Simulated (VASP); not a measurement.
A run of VASP 6.6.1 is set up as follows.

File INCAR:

```
SYSTEM = Hf2C
ALGO = Normal ; EDIFF = 1E-6
ENCUT = 520 ; GGA = PS
ISIF = 2 ; ISMEAR = 0
LASPH = .TRUE. ; LCHARG = .FALSE.
LREAL = .FALSE. ; LWAVE = .FALSE.
NBANDS = 33 ; NELM = 80
PREC = Accurate ; SIGMA = 0.1
```

File KPOINTS:

```
k-points
0
G
  6 6 6
  0 0 0
```

File POSCAR:

```
Hf2C
1.0
   -2.9133774201      2.9133774201      2.5302929080
    2.9133774201     -2.9133774201      2.5302929080
    2.9133774201      2.9133774201     -2.5302929080
Hf C
4 2
Direct
    0.8281946126      0.6718053874      0.5000000000
    0.3281946126      0.8281946126      0.1563892253
    0.1718053874      0.3281946126      0.5000000000
    0.6718053874      0.1718053874      0.8436107747
    0.7500000000      0.7500000000      0.0000000000
    0.2500000000      0.2500000000      0.0000000000
```

Potentials or basis: VASP PAW PBE potentials, release 64 (Hf_pv, C).

The run is started by

```bash
$ cat potpaw_PBE.64/Hf_pv/POTCAR potpaw_PBE.64/C/POTCAR > POTCAR
$ mpirun -np 1 vasp_std > vasp.out
```

Predict the band gap on the k mesh.

zero (bands 24 and 25 overlap by 0.85 eV).

Estimate the pressure.

-1.0 GPa.

Stress tensor (GPa, compression positive):
```
-1.10  0.00  0.00
 0.00 -1.10  0.00
 0.00  0.00 -0.81
```

Caveat: the PAW data sets were made with another functional, which shifts forces and pressure a little; spin-orbit coupling is left out, which moves the levels of the heavy elements.
